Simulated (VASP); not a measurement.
# BaTe (Fm-3m) in VASP: a series of runs, part 2 of 2

VASP 6.6.1.

## Step 3: Single point, PBE0

This run uses another cell than the first one, of 40.44 Å³/atom.

POSCAR reads:

```
BaTe
1.0
    0.0000000000      3.4325834396      3.4325834396
    3.4325834396      0.0000000000      3.4325834396
    3.4325834396      3.4325834396      0.0000000000
Ba Te
1 1
Direct
    0.0000000000      0.0000000000      0.0000000000
    0.5000000000      0.5000000000      0.5000000000
```

INCAR.step1 reads:

```
  PREC = Accurate
  ENCUT = 520
  EDIFF = 1E-5
  ISMEAR = -1
  SIGMA = 0.05
  LREAL = F
  LASPH = T
  NELM = 100
  ALGO = Normal
  ISIF = 2
  LWAVE = T
  LCHARG = F
  NBANDS = 15
  GGA = PE
```

INCAR.step2 reads:

```
  PREC = Accurate
  ENCUT = 520
  EDIFF = 1E-6
  ISMEAR = -1
  SIGMA = 0.05
  LREAL = F
  LASPH = T
  NELM = 100
  ALGO = Normal
  ISIF = 2
  LWAVE = F
  LCHARG = F
  GGA = PE
  LHFCALC = T
  AEXX = 0.25
  PRECFOCK = Normal
  NBANDS = 15
  ISTART = 1
```

KPOINTS reads:

```
regular mesh
0
Gamma
  4 4 4
```

Potentials or basis: VASP PAW PBE potentials, release 64 (Ba_sv, Te).

Command:

```bash
$ cat potpaw_PBE.64/Ba_sv/POTCAR potpaw_PBE.64/Te/POTCAR > POTCAR
$ cp INCAR.step1 INCAR
$ mpirun -np 1 vasp_std > vasp.out
$ cp INCAR.step2 INCAR
$ mpirun -np 1 vasp_std > vasp.out
```

OUTCAR:

```text
PREC = Accurate
   ENCUT = 520
   EDIFF = 1E-6
   ISMEAR = -1
   LREAL = F
   LASPH = T
   NELM = 100
   ISIF = 2
   GGA = PE
   LHFCALC = T
   AEXX = 0.25
   PRECFOCK = Normal
   ISTART = 1

 ion  position               nearest neighbor table
   1  0.000  0.000  0.000-   2 3.43   2 3.43   2 3.43   2 3.43   2 3.43   2 3.43
   2  0.500  0.500  0.500-   1 3.43   1 3.43   1 3.43   1 3.43   1 3.43   1 3.43

  LATTYP: Found a face centered cubic cell.
 ALAT       =     6.8651668792

  Lattice vectors:

 A1 = (   0.0000000000,   3.4325834396,   3.4325834396)
 A2 = (   3.4325834396,   0.0000000000,   3.4325834396)
 A3 = (   3.4325834396,   3.4325834396,   0.0000000000)

Analysis of symmetry for initial positions (statically):
=====================================================================
 Subroutine PRICEL returns:
 Original cell was already a primitive cell.

 Routine SETGRP: Setting up the symmetry group for a
 face centered cubic supercell.

 Subroutine GETGRP returns: Found 48 space group operations
 (whereof 48 operations were pure point group operations)
 out of a pool of 48 trial point group operations.

The static configuration has the point symmetry O_h .

Analysis of symmetry for dynamics (positions and initial velocities):
=====================================================================
 Subroutine PRICEL returns:
 Original cell was already a primitive cell.

 Routine SETGRP: Setting up the symmetry group for a
 face centered cubic supercell.

 Subroutine GETGRP returns: Found 48 space group operations
 (whereof 48 operations were pure point group operations)
 out of a pool of 48 trial point group operations.

The dynamic configuration has the point symmetry O_h .

 Subroutine INISYM returns: Found 48 space group operations
 (whereof 48 operations are pure point group operations),
 and found     1 'primitive' translations

----------------------------------------------------------------------------------------

                                     Primitive cell
[... 110 lines left out ...]
   IVDW    =     0    specifies the selected vdW correction
   LEPSILON=     F    determine dielectric tensor
   LRPA    =     F    only Hartree local field effects (RPA)
 non-spin polarized calculation
  energy-cutoff  :      520.00
  volume of cell :       80.89
 maximum number of plane-waves:      2200
  NGX = 28; NGY = 28; NGZ = 28

 number of electron      16.0000000 magnetization

 Free energy of the ion-electron system (eV)
  ---------------------------------------------------
  ext. energy  EPLUGINS =         0.00000000
  ---------------------------------------------------
  free energy    TOTEN  =       -10.30948972 eV

  energy without entropy =      -10.30948972  energy(sigma->0) =      -10.30948972

 E-fermi :   2.9276     XC(G=0):  -6.7247

 val. band max:        1.7885966520   @ k =   0.0000   0.0000   0.0000
 cond. band min:       4.5607436390   @ k =   0.5000   0.5000   0.0000
 fundamental gap:      2.7721469870
 Fermi energy:         2.9275953721

 k-point     1 :       0.0000    0.0000    0.0000
  band No.  band energies     occupation
      1     -27.0460      2.00000
      2     -11.1499      2.00000
      3     -11.1499      2.00000
      4     -11.1499      2.00000
      5      -8.8183      2.00000
      6       1.7886      2.00000
      7       1.7886      2.00000
      8       1.7886      2.00000
      9       6.2243      0.00000
     10       6.2243      0.00000
     11       6.2243      0.00000
     12       6.3596      0.00000
     13       6.9117      0.00000
     14       6.9117      0.00000
[... 113 lines left out ...]
      2     -11.3926      2.00000
      3     -11.3634      2.00000
      4     -11.3634      2.00000
      5      -8.2272      2.00000
      6       0.2614      2.00000
      7       0.6901      2.00000
      8       0.6901      2.00000
      9       6.8740      0.00000
     10       6.8740      0.00000
     11       8.4288      0.00000
     12       8.8768      0.00000
     13       9.6013      0.00000
     14      12.0659      0.00000
     15      12.3450      0.00000

------------------------ aborting loop because EDIFF is reached ----------------------------------------

  FORCE on cell =-STRESS in cart. coord.  units (eV):
  Direction    XX          YY          ZZ          XY          YZ          ZX
  --------------------------------------------------------------------------------------
  -------------------------------------------------------------------------------------
  Total        1.5355615      1.5355615      1.5355615      0.0000000      0.0000000      0.0000000
  in kB       30.4147677     30.4147677     30.4147677      0.0000000      0.0000000      0.0000000
  external PRESSURE =      30.4147677 kB  Pullay stress =       0.0000000 kB

 VOLUME and BASIS-vectors are now :
 -----------------------------------------------------------------------------
  energy-cutoff  :      520.00
  volume of cell :       80.89
      direct lattice vectors                 reciprocal lattice vectors
     0.000000000  3.432583440  3.432583440    -0.145662883  0.145662883  0.145662883
     3.432583440  0.000000000  3.432583440     0.145662883 -0.145662883  0.145662883
     3.432583440  3.432583440  0.000000000     0.145662883  0.145662883 -0.145662883

 POSITION                                       TOTAL-FORCE (eV/Angst)
 -----------------------------------------------------------------------------------
      0.00000      0.00000      0.00000        -0.000000     -0.000000      0.000000
      3.43258      3.43258      3.43258         0.000000      0.000000     -0.000000
 -----------------------------------------------------------------------------------
    total drift:                                0.000000     -0.000000     -0.000000

  FREE ENERGIE OF THE ION-ELECTRON SYSTEM (eV)
  ---------------------------------------------------
  free  energy   TOTEN  =       -10.3094897237 eV

  energy  without entropy=      -10.3094897237  energy(sigma->0) =      -10.30948972
```

Run time: 16 min. Hardware: 1 thread of Intel Xeon 8259CL, shared host; peak memory 0.22 GiB.

Results:

| Quantity | Value |
| --- | --- |
| Free energy | -10.3095 eV |
| Pressure | 3.0 GPa |
| Band gap on the k mesh | 2.77 eV (least direct gap 3.21 eV) |

Levels at points of the mesh, in eV from the valence-band top:
| k point | band 5 | band 6 | band 7 | band 8 | band 9 | band 10 | band 11 | band 12 |
| --- | --- | --- | --- | --- | --- | --- | --- | --- |
| (0.00, 0.00, 0.00) | -10.61 | 0.00 | 0.00 | 0.00 | 4.44 | 4.44 | 4.44 | 4.57 |
| (0.50, 0.00, 0.00) | -9.52 | -2.66 | -1.36 | -1.36 | 5.68 | 6.63 | 6.80 | 6.80 |
| (0.50, 0.50, 0.00) | -10.34 | -1.33 | -0.44 | -0.44 | 2.77 | 6.18 | 6.48 | 7.62 |

Caveat: the cell stands under pressure; the PAW data sets were made with another functional, which shifts forces and pressure a little; spin-orbit coupling is left out, which moves the levels of the heavy elements.
